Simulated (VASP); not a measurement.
## Cr5Ru: single point with PBE

Crystal: Cr5Ru.

```
CELL_PARAMETERS angstrom
0.00000 3.23951 3.23951
3.23951 0.00000 3.23951
3.23951 3.23951 0.00000
ATOMIC_POSITIONS crystal
Cr 0.62500 0.62500 0.62500
Cr 0.12500 0.62500 0.62500
Cr 0.62500 0.62500 0.12500
Cr 0.62500 0.12500 0.62500
Cr 0.25000 0.25000 0.25000
Ru 0.00000 0.00000 0.00000
```

```
Program                : VASP 6.6.1
Task                   : single point
Functional             : PBE
Potentials or basis    : VASP PAW PBE potentials, release 64 (Cr_pv, Ru_pv)
Cutoff                 : 520 eV
k mesh                 : 9 × 9 × 9
Occupations            : fermi-dirac, width 0.1 eV
Spin                   : no spin polarisation
Dipole correction      : no
Further INCAR settings : ALGO = Normal; EDIFF = 1e-06; NBANDS = 46
```

| Property | Result |
| --- | --- |
| Pressure | 21.7 GPa |
| Band gap on the k mesh | zero (bands 37 and 38 overlap by 0.33 eV) |

Levels at points of the mesh, in eV from the Fermi level:
```tsv
k point	band 35	band 36	band 37	band 38	band 39	band 40
(0.00, 0.00, 0.00)	-0.27	-0.27	0.10	0.10	1.38	1.38
```

It took 2.5 min on 1 thread of Intel(R) Xeon(R) Platinum 8259CL CPU @ 2.50GHz (Skylake/Cascade Lake), with other jobs on the host, peak memory 0.25 GiB.

Caveat: the cell stands under pressure; the run has no spin polarisation, though such a crystal can be magnetic. Spin polarisation is off, so any magnetic state and its effect on volume and gap are missing.
